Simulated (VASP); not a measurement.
A run of VASP 6.6.1 is set up as follows.

File INCAR:

```
  ALGO = Normal
  EDIFF = 1E-6
  ENCUT = 520
  GGA = RP
  ISIF = 2
  ISMEAR = -1
  LASPH = T
  LCHARG = F
  LREAL = F
  LWAVE = F
  NBANDS = 13
  NELM = 80
  PREC = Accurate
  SIGMA = 0.1
```

File KPOINTS:

```
k-points
0
Gamma
  15 15 15
```

POSCAR

```
Mo
1.0
    0.0000000000      2.0885208722      2.0885208722
    2.0885208722      0.0000000000      2.0885208722
    2.0885208722      2.0885208722      0.0000000000
Mo
1
Direct
    0.0000000000      0.0000000000      0.0000000000
```

Potentials or basis: VASP PAW PBE potentials, release 64 (Mo_sv).

Launch:

```sh
$ cat potpaw_PBE.64/Mo_sv/POTCAR > POTCAR
$ mpirun -np 1 vasp_std > vasp.out
```

(1) Predict the pressure.

(2) Estimate the band gap on the k mesh.

Results:

(1) -20.0 GPa.

(2) zero (bands 7 and 8 overlap by 3.75 eV).

Caveat: the cell stands under tension; the PAW data sets were made with another functional, which shifts forces and pressure a little.
